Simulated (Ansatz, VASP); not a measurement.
**Two plane-wave programs on Sn3Te**

The input INCAR:

```
SYSTEM = Sn3Te
ALGO = Fast ; EDIFF = 1E-6
ENCUT = 520 ; GGA = PE
ISIF = 2 ; ISMEAR = -1
LASPH = .True. ; LCHARG = .False.
LREAL = .False. ; LWAVE = .False.
NBANDS = 32 ; NELM = 100
PREC = Accurate ; SIGMA = 0.05
```

KPOINTS

```
k-points
0
Gamma
  8 8 8
  0 0 0
```

The input POSCAR:

```
Sn3Te
1.0
   -2.2539335959      2.2539335959      5.4038808912
    2.2539335959     -2.2539335959      5.4038808912
    2.2539335959      2.2539335959     -5.4038808912
Te Sn
1 3
Direct
    0.0000000000      0.0000000000      0.0000000000
    0.5000000000      0.5000000000      0.0000000000
    0.2500000000      0.7500000000      0.5000000000
    0.7500000000      0.2500000000      0.5000000000
```

File input.yaml:

```yaml
crystal:
  lattice:
    - [-2.2539335959, 2.2539335959, 5.4038808912]
    - [2.2539335959, -2.2539335959, 5.4038808912]
    - [2.2539335959, 2.2539335959, -5.4038808912]
  atoms:
    - { symbol: Te, position: [0.0, 0.0, 0.0] }
    - { symbol: Sn, position: [0.5, 0.5, 0.0] }
    - { symbol: Sn, position: [0.25, 0.75, 0.5] }
    - { symbol: Sn, position: [0.75, 0.25, 0.5] }
hamiltonian:
  xc: pbe
  pseudopotentials: { kind: paw }
kpoints:
  mp_grid: { grid: [8, 8, 8] }
scf:
  occupations: { method: fermi_dirac, width: 0.05 }
output:
  forces: true
  stress: true
  eigenvalues: true
```

Alike in both runs: task single point; functional PBE; k mesh 8 × 8 × 8; occupations fermi-dirac, width 0.05 eV; no spin polarisation.

```csv
,VASP,Ansatz
version,VASP 6.6.1,Ansatz 0.2.0
potentials or method,"VASP PAW PBE potentials, release 64 (Te, Sn_d)",Ansatz PAW
plane-wave cutoff (eV),520,420
valence electrons in the cell,48,58
```

Ansatz gave:

| Item | Value |
| --- | --- |
| gap on the k mesh at the Fermi level (eV) | none |
| pressure (GPa) | 2.7 |
| traceless stress, the component that is largest in VASP (GPa) | -0.65 |

Question: Which values does VASP return?

Answer: gap on the k mesh at the Fermi level (eV): none; pressure (GPa): 2.7; traceless stress, the component that is largest in VASP (GPa): -0.66.

A gap of «none» marks a metal or a gap that the smearing closes. VASP's potentials hold 48 valence electrons a cell and Ansatz's 58, so a difference there can come from the potentials and not from the codes.

Spin-orbit coupling is off throughout.
